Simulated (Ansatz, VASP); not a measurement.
## Two plane-wave programs on CsScAgC6N6

```
CELL_PARAMETERS angstrom
0.00000 5.70166 5.70166
5.70166 0.00000 5.70166
5.70166 5.70166 0.00000
ATOMIC_POSITIONS crystal
Cs 0.75000 0.75000 0.75000
Sc 0.50000 0.50000 0.50000
Ag 0.00000 0.00000 0.00000
C 0.79529 0.20471 0.20471
C 0.20471 0.20471 0.79529
C 0.79529 0.20471 0.79529
C 0.20471 0.79529 0.79529
C 0.79529 0.79529 0.20471
C 0.20471 0.79529 0.20471
N 0.69249 0.30751 0.30751
N 0.30751 0.30751 0.69249
N 0.69249 0.30751 0.69249
N 0.30751 0.69249 0.69249
N 0.69249 0.69249 0.30751
N 0.30751 0.69249 0.30751
```

Alike in both runs: functional PBE; k mesh 4 × 4 × 4; occupations gaussian, width 0.1 eV; collinear spin.

Ansatz relaxed the structure, and its values are those at the end. VASP's run is a single point on that final structure, the one shown.

|  | VASP | Ansatz |
| --- | --- | --- |
| version | VASP 6.6.1 | Ansatz 0.2.0 |
| potentials or method | VASP PAW PBE potentials, release 64 (Cs_sv, Sc_sv, Ag, C, N), cutoff 520 eV | scalar-relativistic, plane waves, PAW |
| valence electrons in the cell | 85 | 93 |

Ansatz gave:

| Quantity | Value |
| --- | --- |
| gap on the k mesh at the Fermi level (eV) | none |
| pressure (GPa) | 0.0 |
| rms of the force components (eV/Å) | 0.010 |
| net moment per atom (μB) | 0.07 |
| size of the moment on the site where the two differ most (μB) | 0.03 |

Problem. What did VASP give for the same quantities?

Solution. gap on the k mesh at the Fermi level (eV): none; pressure (GPa): 0.4; rms of the force components (eV/Å): 0.191; net moment per atom (μB): 0.07; size of the moment on the site where the two differ most (μB): 0.07.

Site moments also hang on the region over which each program counts them. A gap of «none» marks a metal or a gap that the smearing closes. One of these differences is far larger than is usual between the two programs; its cause wasn't traced. VASP's potentials hold 85 valence electrons a cell and Ansatz's 93, so a difference there can come from the potentials and not from the codes.

Neither program's run includes spin-orbit coupling. Noted on VASP's run: the standard files for N, O and F lose accuracy on very short bonds.
